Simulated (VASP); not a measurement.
# Rb (Fd-3m) in VASP: further runs

The runs below take Rb through single point, with BLYP.

All numbers are computed with VASP 6.6.1; they aren't measurements. Logs are shortened: lines on timing, memory, paths and dates and some standing lists are left out, and cuts for length are marked.

## 1. The cell of the first run

The structure is cubic, space group Fd-3m (No. 227). Conventional cell: a = 10.578 Å, b = 10.578 Å, c = 10.578 Å, α = 90.00°, β = 90.00°, γ = 90.00°.

This isn't the form of Rb at room conditions, which is bcc.

## 2. Single point, BLYP (147.93 Å³/atom)

The input, INCAR:

```
AGGAC = 1.0 ; AGGAX = 1.0
ALDAC = 0.0 ; ALDAX = 1.0
ALGO = Normal ; EDIFF = 1E-6
ENCUT = 520 ; GGA = B5
ISIF = 2 ; ISMEAR = -1
LASPH = True ; LCHARG = True
LELF = True ; LREAL = False
LVHAR = True ; LWAVE = False
NBANDS = 16 ; NELM = 80
PREC = Accurate ; SIGMA = 0.1
```

The input, KPOINTS:

```
k-points
0
Gamma
  6 6 6
```

The input, POSCAR:

```
Rb
1.0
    0.0000000000      5.2887899139      5.2887899139
    5.2887899139      0.0000000000      5.2887899139
    5.2887899139      5.2887899139      0.0000000000
Rb
2
Direct
    0.1250000000      0.1250000000      0.1250000000
    0.8750000000      0.8750000000      0.8750000000
```

Potentials or basis: VASP PAW PBE potentials, release 64 (Rb_sv).

Started as:

```console
$ cat potpaw_PBE.64/Rb_sv/POTCAR > POTCAR
$ mpirun -np 1 vasp_std > vasp.out
```

OUTCAR:

```text
EDIFF = 1E-6
   ENCUT = 520
   GGA = B5
   ISIF = 2
   ISMEAR = -1
   LASPH = True
   LREAL = False
   NELM = 80
   PREC = Accurate

 ion  position               nearest neighbor table
   1  0.125  0.125  0.125-   2 4.58   2 4.58   2 4.58   2 4.58
   2  0.875  0.875  0.875-   1 4.58   1 4.58   1 4.58   1 4.58

  LATTYP: Found a face centered cubic cell.
 ALAT       =    10.5775798278

  Lattice vectors:

 A1 = (   0.0000000000,   5.2887899139,   5.2887899139)
 A2 = (   5.2887899139,   0.0000000000,   5.2887899139)
 A3 = (   5.2887899139,   5.2887899139,   0.0000000000)

Analysis of symmetry for initial positions (statically):
=====================================================================
 Subroutine PRICEL returns:
 Original cell was already a primitive cell.

 Routine SETGRP: Setting up the symmetry group for a
 face centered cubic supercell.

 Subroutine GETGRP returns: Found 48 space group operations
 (whereof 12 operations were pure point group operations)
 out of a pool of 48 trial point group operations.

The static configuration has the point symmetry D_3d.
 The point group associated with its full space group is O_h .

Analysis of symmetry for dynamics (positions and initial velocities):
=====================================================================
 Subroutine PRICEL returns:
 Original cell was already a primitive cell.

 Routine SETGRP: Setting up the symmetry group for a
 face centered cubic supercell.

 Subroutine GETGRP returns: Found 48 space group operations
 (whereof 12 operations were pure point group operations)
 out of a pool of 48 trial point group operations.

The dynamic configuration has the point symmetry D_3d.
 The point group associated with its full space group is O_h .

 Subroutine INISYM returns: Found 48 space group operations
 (whereof 12 operations are pure point group operations),
 and found     1 'primitive' translations

----------------------------------------------------------------------------------------

                                     Primitive cell

  volume of cell :     295.8686

[... 64 lines left out ...]
   dimension x,y,z NGX =    56 NGY =   56 NGZ =   56
   dimension x,y,z NGXF=   112 NGYF=  112 NGZF=  112
   ions per type =               2
   NGX,Y,Z   is equivalent  to a cutoff of  12.45, 12.45, 12.45 a.u.
   NGXF,Y,Z  is equivalent  to a cutoff of  24.89, 24.89, 24.89 a.u.
 SYSTEM =  unknown system
   PREC   = accura    normal or accurate (medium, high low for compatibility)
   ISTART =      0    job   : 0-new  1-cont  2-samecut
   ICHARG =      2    charge: 1-file 2-atom 10-const
   ISPIN  =      1    spin polarized calculation?
   LNONCOLLINEAR =      F non collinear calculations
   LSORBIT =      F    spin-orbit coupling
   LASPH  =      T    aspherical Exc in radial PAW
   ENCUT  =  520.0 eV  38.22 Ry    6.18 a.u.  13.91 13.91 13.91*2*pi/ulx,y,z
   NELM   =     80;   NELMIN=  2; NELMDL= -5     # of ELM steps
   EDIFF  = 0.1E-05   stopping-criterion for ELM
   LREAL  =      F    real-space projection
[... 7 lines left out ...]
   TEBEG  =    0.0;   TEEND  =   0.0 temperature during run
   PSTRESS=    0.0 pullay stress
   NELECT =      18.0000    total number of electrons
   NUPDOWN=      -1.0000    fix difference up-down
   EMIN   =  10.00;   EMAX   =-10.00  energy-range for DOS
   EFERMI =   0.00;   METHOD = LEGACY
   ISMEAR =    -1;   SIGMA  =   0.10  broadening in eV -4-tet -1-fermi 0-gaus
   EFERMI_NEDOS =   21; number of points for ismear=-14 and -15
   IALGO  =     38    algorithm
   IMIX   =      4    mixing-type and parameters
     AMIX     =   0.40;   BMIX     =  1.00
     AMIX_MAG =   1.60;   BMIX_MAG =  1.00
  volume/ion in A,a.u.               =     147.93       998.31
  Fermi-wavevector in a.u.,A,eV,Ry     =   0.643872  1.216741  5.640578  0.414571
  Thomas-Fermi vector in A             =   1.711014
   LORBIT       =      0    0 simple, 1 ext, 2 COOP (PROOUT), +10 PAW based schemes
   GGA     = B5    functional components
   LHFCALC =     F    Hartree Fock is set to
   AEXX    =    0.0000 exact exchange contribution
   IVDW    =     0    specifies the selected vdW correction
   LEPSILON=     F    determine dielectric tensor
   LRPA    =     F    only Hartree local field effects (RPA)
 non-spin polarized calculation
  energy-cutoff  :      520.00
  volume of cell :      295.87
 maximum number of plane-waves:      8026
   NGX = 27   NGY = 27   NGZ = 27

 number of electron      18.0000000 magnetization

 Free energy of the ion-electron system (eV)
  ---------------------------------------------------
  ext. energy  EPLUGINS =         0.00000000
  ---------------------------------------------------
  free energy    TOTEN  =        -0.99147987 eV

  energy without entropy =       -0.94767477  energy(sigma->0) =       -0.96957732

 E-fermi :  -0.4113     XC(G=0):  -3.7570

 val. band max:       -0.4249217425   @ k =   0.5000   0.5000   0.0000
 cond. band min:      -0.3787760939   @ k =  -0.3333   0.5000   0.1667
 fundamental gap:      0.0461456486
 Fermi energy:        -0.4112547247

 k-point     1 :       0.0000    0.0000    0.0000
  band No.  band energies     occupation
      1     -29.6617      2.00000
      2     -29.6516      2.00000
      3     -13.8262      2.00000
      4     -13.8262      2.00000
      5     -13.8262      2.00000
      6     -13.7586      2.00000
[... 281 lines left out ...]
      3     -13.8398      2.00000
      4     -13.8398      2.00000
      5     -13.7930      2.00000
      6     -13.7930      2.00000
[... 8 lines left out ...]
     15       2.1708      0.00000
     16       2.1708      0.00000

------------------------ aborting loop because EDIFF is reached ----------------------------------------

  FORCE on cell =-STRESS in cart. coord.  units (eV):
  Direction    XX          YY          ZZ          XY          YZ          ZX
  --------------------------------------------------------------------------------------
  -------------------------------------------------------------------------------------
  Total        0.2233270      0.2233270      0.2233270      0.0000000     -0.0000000     -0.0000000
  in kB        1.2093524      1.2093524      1.2093524      0.0000000     -0.0000000     -0.0000000
  external PRESSURE =       1.2093524 kB  Pullay stress =       0.0000000 kB

 VOLUME and BASIS-vectors are now :
 -----------------------------------------------------------------------------
  energy-cutoff  :      520.00
  volume of cell :      295.87
      direct lattice vectors                 reciprocal lattice vectors
     0.000000000  5.288789914  5.288789914    -0.094539584  0.094539584  0.094539584
     5.288789914  0.000000000  5.288789914     0.094539584 -0.094539584  0.094539584
     5.288789914  5.288789914  0.000000000     0.094539584  0.094539584 -0.094539584

 POSITION                                       TOTAL-FORCE (eV/Angst)
 -----------------------------------------------------------------------------------
      1.32220      1.32220      1.32220         0.000000      0.000000      0.000000
      9.25538      9.25538      9.25538        -0.000000     -0.000000     -0.000000
 -----------------------------------------------------------------------------------
    total drift:                                0.000000      0.000000     -0.000000

  FREE ENERGIE OF THE ION-ELECTRON SYSTEM (eV)
  ---------------------------------------------------
  free  energy   TOTEN  =        -0.9914798701 eV

  energy  without entropy=       -0.9476747682  energy(sigma->0) =       -0.96957732
```

OSZICAR:

```text
N       E                     dE             d eps       ncg     rms          rms(c)
DAV:   1     0.115687721982E+03    0.11569E+03   -0.63475E+03   528   0.786E+02
DAV:   2     0.141404147788E+02   -0.10155E+03   -0.98555E+02   688   0.171E+02
DAV:   3     0.731959789198E+00   -0.13408E+02   -0.13369E+02   688   0.576E+01
DAV:   4    -0.972892825828E+00   -0.17049E+01   -0.17043E+01   944   0.161E+01
DAV:   5    -0.987236110432E+00   -0.14343E-01   -0.14341E-01   696   0.144E+00    0.745E-01
DAV:   6    -0.987561674716E+00   -0.32556E-03   -0.45739E-03   808   0.367E-01    0.432E-01
DAV:   7    -0.990093938279E+00   -0.25323E-02   -0.52627E-03   704   0.332E-01    0.678E-02
DAV:   8    -0.991154955328E+00   -0.10610E-02   -0.10850E-03   608   0.124E-01    0.274E-02
DAV:   9    -0.991445809836E+00   -0.29085E-03   -0.45054E-04   576   0.573E-02    0.206E-02
DAV:  10    -0.991473563658E+00   -0.27754E-04   -0.65574E-05   792   0.313E-02    0.631E-03
DAV:  11    -0.991479566495E+00   -0.60028E-05   -0.10700E-05   528   0.115E-02    0.233E-03
DAV:  12    -0.991479870105E+00   -0.30361E-06   -0.52111E-07   600   0.391E-03
   1 F= -.99147987E+00 E0= -.96957732E+00  d E =-.438051E-01
```

Run time: 61 s. Hardware: 1 thread of Intel Xeon 6975P-C (Granite Rapids), shared host; peak memory 0.43 GiB.

Results:

| Item | Value |
| --- | --- |
| Free energy | -0.9915 eV |
| Pressure | 0.1 GPa |
| Band gap on the k mesh | zero (bands 9 and 10 overlap by 0.05 eV) |

Caveat: the PAW data sets were made with another functional, which shifts forces and pressure a little.

[end of part 1 of 2]
